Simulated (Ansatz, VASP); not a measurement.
**HgTe: VASP beside Ansatz**

```
Hg Te
1.0
     2.84957   -2.85013    0.00000
     2.84957    2.85013    0.00000
     0.00000    0.00000    6.15889
Hg Te
2 2
Direct
  0.24982 0.75018 0.75000
  0.75018 0.24982 0.25000
  0.74987 0.25013 0.75000
  0.25013 0.74987 0.25000
```

Change from the starting cell: strain -0.050 along x and y, +0.025 along z, atoms carried along.

Alike in both runs: task single point; functional PBEsol; k mesh 12 × 12 × 8; occupations gaussian, width 0.15 eV; no spin polarisation.

```csv
,VASP,Ansatz
version,VASP 6.6.1,Ansatz 0.2.0
potentials or method,"VASP PAW PBE potentials, release 64 (Hg, Te), cutoff 520 eV","scalar-relativistic, plane waves, PAW"
valence electrons in the cell,36,72
```

```tsv
	VASP	Ansatz	Ansatz less VASP
gap on the k mesh at the Fermi level (eV)	none	none	-
pressure (GPa)	7.1	6.7	-0.33
traceless stress, the component that is largest in VASP (GPa)	-4.41	-4.24	+0.161
```

VASP's potentials were made for PBE, not for PBEsol. A gap of «none» marks a metal or a gap that the smearing closes. VASP's potentials hold 36 valence electrons a cell and Ansatz's 72, so a difference there can come from the potentials and not from the codes.

Neither program's run includes spin-orbit coupling.
